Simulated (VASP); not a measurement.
Wanted: the native input for a VASP 6.6.1 run.

| Quantity | Value |
| --- | --- |
| Task | single point |
| Functional | PBE |
| Potentials or basis | VASP PAW PBE potentials, release 64 (Zr_sv, Ti_sv, N) |
| Cutoff | 520 eV |
| k mesh | 6 × 6 × 2 |
| Occupations | gaussian, width 0.2 eV |
| Spin | no spin polarisation |
| Dipole correction | no |
| Further INCAR settings | ALGO = Normal; EDIFF = 1e-06; NBANDS = 63 |

The structure of Zr5TiN6 lies in POSCAR:

```
Zr5TiN6
1.0
    3.2194778000      0.0000000000      0.0000000000
    0.0000000000      3.2194778000      0.0000000000
    0.0000000000      0.0000000000     13.6287621000
Zr Ti N
5 1 6
Direct
    0.0000000000      0.0000000000      0.8314730000
    0.5000000000      0.5000000000      0.0000000000
    0.0000000000      0.0000000000      0.1685270000
    0.5000000000      0.5000000000      0.3404040000
    0.5000000000      0.5000000000      0.6595960000
    0.0000000000      0.0000000000      0.5000000000
    0.0000000000      0.0000000000      0.0000000000
    0.5000000000      0.5000000000      0.1695680000
    0.0000000000      0.0000000000      0.3390780000
    0.5000000000      0.5000000000      0.5000000000
    0.0000000000      0.0000000000      0.6609220000
    0.5000000000      0.5000000000      0.8304320000
```

These files were run (other wordings do the same):

INCAR

```
PREC = Accurate ; ENCUT = 520
EDIFF = 1E-6 ; ISMEAR = 0
SIGMA = 0.2 ; LREAL = F
LASPH = T ; NELM = 60
ALGO = Normal ; ISIF = 2
LWAVE = F ; LCHARG = F
GGA = PE ; NBANDS = 63
```

KPOINTS

```
Automatic mesh
0
Gamma
  6 6 2
```

Potentials or basis: VASP PAW PBE potentials, release 64 (Zr_sv, Ti_sv, N).

Command:

```console
$ cat potpaw_PBE.64/Zr_sv/POTCAR potpaw_PBE.64/Ti_sv/POTCAR potpaw_PBE.64/N/POTCAR > POTCAR
$ mpirun -np 1 vasp_std > vasp.out
```

It gave:

The pressure is 0.3 GPa, the largest force is 0.108 eV/Å and the band gap on the k mesh is zero (bands 51 and 52 overlap by 3.29 eV).

It took 8.2 min on 1 thread of Intel Xeon 8259CL, with other jobs on the host, peak memory 0.31 GiB.
